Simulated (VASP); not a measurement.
# Fe (Im-3m) in VASP: further runs, part 2 of 2

VASP 6.6.1. The steps go on from the part before.

### 4 Single point, PBEsol, collinear spin, ferromagnetic start

File INCAR:

```
ALGO = Normal
EDIFF = 1E-6
ENCUT = 520
GGA = PS
ISIF = 2
ISMEAR = -1
ISPIN = 2
LASPH = True
LCHARG = False
LMAXMIX = 4
LORBIT = 11
LREAL = False
LWAVE = False
MAGMOM = 4.5
NBANDS = 14
NELM = 150
PREC = Accurate
SIGMA = 0.05
```

File KPOINTS:

```
k-points
0
Gamma
  13 13 13
```

File POSCAR:

```
Fe
1.0
   -1.4430000000      1.4430000000      1.4430000000
    1.4430000000     -1.4430000000      1.4430000000
    1.4430000000      1.4430000000     -1.4430000000
Fe
1
Direct
    0.0000000000      0.0000000000      0.0000000000
```

Potentials or basis: VASP PAW PBE potentials, release 64 (Fe).

On the command line:

```sh
$ cat potpaw_PBE.64/Fe/POTCAR > POTCAR
$ mpirun -np 1 vasp_std > vasp.out
```

OUTCAR:

```text
EDIFF = 1E-6
   ENCUT = 520
   GGA = PS
   ISIF = 2
   ISMEAR = -1
   ISPIN = 2
   LASPH = True
   LORBIT = 11
   LREAL = False
   NELM = 150
   PREC = Accurate

 ion  position               nearest neighbor table
   1  0.000  0.000  0.000-

  LATTYP: Found a body centered cubic cell.
 ALAT       =     2.8860000000

  Lattice vectors:

 A1 = (  -1.4430000000,   1.4430000000,   1.4430000000)
 A2 = (   1.4430000000,  -1.4430000000,   1.4430000000)
 A3 = (   1.4430000000,   1.4430000000,  -1.4430000000)

Analysis of symmetry for initial positions (statically):
=====================================================================
 Subroutine PRICEL returns:
 Original cell was already a primitive cell.

 Routine SETGRP: Setting up the symmetry group for a
 body centered cubic supercell.

 Subroutine GETGRP returns: Found 48 space group operations
 (whereof 48 operations were pure point group operations)
 out of a pool of 48 trial point group operations.

The static configuration has the point symmetry O_h .

Analysis of symmetry for dynamics (positions and initial velocities):
=====================================================================
 Subroutine PRICEL returns:
 Original cell was already a primitive cell.

 Routine SETGRP: Setting up the symmetry group for a
 body centered cubic supercell.

 Subroutine GETGRP returns: Found 48 space group operations
 (whereof 48 operations were pure point group operations)
 out of a pool of 48 trial point group operations.

The dynamic configuration has the point symmetry O_h .

Analysis of structural, dynamic, and magnetic symmetry:
=====================================================================
 Subroutine PRICEL returns:
 Original cell was already a primitive cell.

 Routine SETGRP: Setting up the symmetry group for a
 body centered cubic supercell.

 Subroutine GETGRP returns: Found 48 space group operations
 (whereof 48 operations were pure point group operations)
 out of a pool of 48 trial point group operations.

The overall configuration has the point symmetry O_h .

 Subroutine INISYM returns: Found 48 space group operations
 (whereof 48 operations are pure point group operations),
 and found     1 'primitive' translations

----------------------------------------------------------------------------------------

                                     Primitive cell

  volume of cell :      12.0187

  direct lattice vectors                    reciprocal lattice vectors
    -1.443000000  1.443000000  1.443000000     0.000000000  0.346500347  0.346500347
     1.443000000 -1.443000000  1.443000000     0.346500347  0.000000000  0.346500347
     1.443000000  1.443000000 -1.443000000     0.346500347  0.346500347  0.000000000

  length of vectors
     2.499349315  2.499349315  2.499349315     0.490025489  0.490025489  0.490025489

  position of ions in fractional coordinates (direct lattice)
     0.000000000  0.000000000  0.000000000

  ion indices of the primitive-cell ions
   primitive index   ion index
                 1           1

----------------------------------------------------------------------------------------

 KPOINTS: k-points

Automatic generation of k-mesh.
 Grid dimensions read from file:
 generate k-points for:   13   13   13

 Generating k-lattice:

  Cartesian coordinates                     Fractional coordinates (reciprocal lattice)
     0.000000000  0.026653873  0.026653873     0.076923077  0.000000000  0.000000000
     0.026653873  0.000000000  0.026653873     0.000000000  0.076923077  0.000000000
[... 66 lines left out ...]
   POTIM  = 0.5000    time-step for ionic-motion
   TEBEG  =    0.0;   TEEND  =   0.0 temperature during run
   PSTRESS=    0.0 pullay stress
   NELECT =       8.0000    total number of electrons
   NUPDOWN=      -1.0000    fix difference up-down
   EMIN   =  10.00;   EMAX   =-10.00  energy-range for DOS
   EFERMI =   0.00;   METHOD = LEGACY
   ISMEAR =    -1;   SIGMA  =   0.05  broadening in eV -4-tet -1-fermi 0-gaus
   EFERMI_NEDOS =   21; number of points for ismear=-14 and -15
   IALGO  =     38    algorithm
   IMIX   =      4    mixing-type and parameters
     AMIX     =   0.40;   BMIX     =  1.00
     AMIX_MAG =   1.60;   BMIX_MAG =  1.00
  volume/ion in A,a.u.               =      12.02        81.11
  Fermi-wavevector in a.u.,A,eV,Ry     =   1.429394  2.701162 27.798962  2.043166
  Thomas-Fermi vector in A             =   2.549352
   LORBIT       =     11    0 simple, 1 ext, 2 COOP (PROOUT), +10 PAW based schemes
   GGA     = PS    functional components
   LHFCALC =     F    Hartree Fock is set to
   AEXX    =    0.0000 exact exchange contribution
   IVDW    =     0    specifies the selected vdW correction
   LEPSILON=     F    determine dielectric tensor
   LRPA    =     F    only Hartree local field effects (RPA)
 spin polarized calculation
  energy-cutoff  :      520.00
  volume of cell :       12.02
 maximum number of plane-waves:       336
   NGX =  9   NGY =  9   NGZ =  9

 number of electron       7.9999995 magnetization       2.2901955

 Free energy of the ion-electron system (eV)
  ---------------------------------------------------
  ext. energy  EPLUGINS =         0.00000000
  ---------------------------------------------------
  free energy    TOTEN  =        -8.84423095 eV

  energy without entropy =       -8.83387427  energy(sigma->0) =       -8.83905261

 E-fermi :   5.0767     XC(G=0): -12.9591

 val. band max:        5.0751126474   @ k =  -0.4615   0.4615   0.4615
 cond. band min:       5.0873208045   @ k =  -0.4615   0.4615   0.3846
 fundamental gap:      0.0122081571
 Fermi energy:         5.0766513716

 spin component 1

 k-point     1 :       0.0000    0.0000    0.0000
  band No.  band energies     occupation
      1      -3.0793      1.00000
      2       2.8745      1.00000
      3       2.8745      1.00000
      4       2.8745      1.00000
      5       4.0384      1.00000
      6       4.0384      1.00000
      7      29.4911      0.00000
      8      29.4911      0.00000
      9      29.4911      0.00000
     10      34.2420      0.00000
     11      34.2420      0.00000
     12      36.1978      0.00000
     13      36.1978      0.00000
     14      36.1980      0.00000
[... 379 lines left out ...]
      3       2.4836      1.00000
      4       3.9865      1.00000
      5       4.1332      1.00000
      6       5.1347      0.23844
      7      17.9003      0.00000
      8      21.9444      0.00000
      9      23.5429      0.00000
     10      31.0608      0.00000
     11      34.7560      0.00000
     12      37.0488      0.00000
     13      38.8782      0.00000
     14      42.1185      0.00000

 [... further k-points ...]

 spin component 2

 k-point     1 :       0.0000    0.0000    0.0000
  band No.  band energies     occupation
      1      -2.8391      1.00000
      2       4.9168      0.96075
      3       4.9168      0.96070
      4       4.9168      0.96070
      5       6.7548      0.00000
      6       6.7549      0.00000
      7      29.3581      0.00000
      8      29.3581      0.00000
      9      29.3581      0.00000
     10      34.5030      0.00000
     11      34.5031      0.00000
     12      36.9436      0.00000
     13      36.9437      0.00000
     14      36.9437      0.00000
[... 379 lines left out ...]
      3       4.1795      1.00000
      4       6.5870      0.00000
      5       6.8716      0.00000
      6       7.2357      0.00000
      7      18.7210      0.00000
      8      22.4157      0.00000
      9      24.2768      0.00000
     10      31.2060      0.00000
     11      35.3752      0.00000
     12      37.3691      0.00000
     13      39.2485      0.00000
     14      42.6600      0.00000

 [... further k-points ...]
[... 5 lines left out ...]
  --------------------------------------------------------------------------------------
  -------------------------------------------------------------------------------------
  Total       -1.3023430     -1.3023430     -1.3023430     -0.0000000      0.0000000     -0.0000000
  in kB     -173.6108898   -173.6108898   -173.6108898     -0.0000000      0.0000000     -0.0000000
  external PRESSURE =    -173.6108898 kB  Pullay stress =       0.0000000 kB

 VOLUME and BASIS-vectors are now :
 -----------------------------------------------------------------------------
  energy-cutoff  :      520.00
  volume of cell :       12.02
      direct lattice vectors                 reciprocal lattice vectors
    -1.443000000  1.443000000  1.443000000     0.000000000  0.346500347  0.346500347
     1.443000000 -1.443000000  1.443000000     0.346500347  0.000000000  0.346500347
     1.443000000  1.443000000 -1.443000000     0.346500347  0.346500347  0.000000000

 POSITION                                       TOTAL-FORCE (eV/Angst)
 -----------------------------------------------------------------------------------
      0.00000      0.00000      0.00000        -0.000000      0.000000      0.000000
 -----------------------------------------------------------------------------------
    total drift:                                0.000000     -0.000000     -0.000000

  FREE ENERGIE OF THE ION-ELECTRON SYSTEM (eV)
  ---------------------------------------------------
  free  energy   TOTEN  =        -8.8442309507 eV

  energy  without entropy=       -8.8338742711  energy(sigma->0) =       -8.83905261

 total charge

# of ion       s       p       d       tot
------------------------------------------
    1        0.467   0.495   6.199   7.161

 magnetization (x)

# of ion       s       p       d       tot
------------------------------------------
    1       -0.014  -0.053   2.357   2.291
```

OSZICAR:

```text
N       E                     dE             d eps       ncg     rms          rms(c)
DAV:   1     0.222669166928E+02    0.22267E+02   -0.38407E+03  5148   0.706E+02
DAV:   2    -0.832830849363E+01   -0.30595E+02   -0.27741E+02  5142   0.127E+02
DAV:   3    -0.921263516309E+01   -0.88433E+00   -0.87904E+00  5668   0.230E+01
DAV:   4    -0.921564564171E+01   -0.30105E-02   -0.30102E-02  5418   0.120E+00
DAV:   5    -0.921566037188E+01   -0.14730E-04   -0.14730E-04  5766   0.884E-02    0.129E+01
DAV:   6    -0.892378041949E+01    0.29188E+00   -0.98066E+00  5784   0.359E+01    0.516E+00
DAV:   7    -0.886200966167E+01    0.61771E-01   -0.55863E-01  5832   0.814E+00    0.329E+00
DAV:   8    -0.885180128568E+01    0.10208E-01   -0.86017E-03  6086   0.695E-01    0.114E+00
DAV:   9    -0.884460929544E+01    0.71920E-02   -0.10704E-02  7054   0.670E-01    0.251E-01
DAV:  10    -0.884422309985E+01    0.38620E-03   -0.98629E-04  5784   0.401E-01    0.343E-02
DAV:  11    -0.884423331369E+01   -0.10214E-04   -0.21136E-05  5310   0.422E-02    0.350E-02
DAV:  12    -0.884423126636E+01    0.20473E-05   -0.52147E-07  4062   0.638E-03    0.127E-02
DAV:  13    -0.884423095069E+01    0.31567E-06   -0.97088E-07  2706   0.855E-03
   1 F= -.88442310E+01 E0= -.88390526E+01  d E =-.103567E-01  mag=     2.2901
```

It took 13 s on 1 thread of AMD EPYC 9R45 (Zen 5), shared host; peak memory 0.11 GiB.

What came out:

| Property | Result |
| --- | --- |
| Free energy | -8.8442 eV |
| Pressure | -17.4 GPa |
| Net moment | 2.29 μB per cell |
| Site moments | Fe +2.29 μB |
| Valence electrons inside the program's atomic spheres | Fe 7.16 |

Levels at points of the mesh, in eV from the Fermi level:
Spin up:
| k point | band 2 | band 3 | band 4 | band 5 | band 6 | band 7 | band 8 | band 9 |
| --- | --- | --- | --- | --- | --- | --- | --- | --- |
| (0.00, 0.00, 0.00) | -2.20 | -2.20 | -2.20 | -1.04 | -1.04 | 24.41 | 24.41 | 24.41 |
Spin down:
| k point | band 1 | band 2 | band 3 | band 4 | band 5 | band 6 |
| --- | --- | --- | --- | --- | --- | --- |
| (0.00, 0.00, 0.00) | -7.92 | -0.16 | -0.16 | -0.16 | 1.68 | 1.68 |

Caveat: the PAW data sets were made with another functional, which shifts forces and pressure a little.
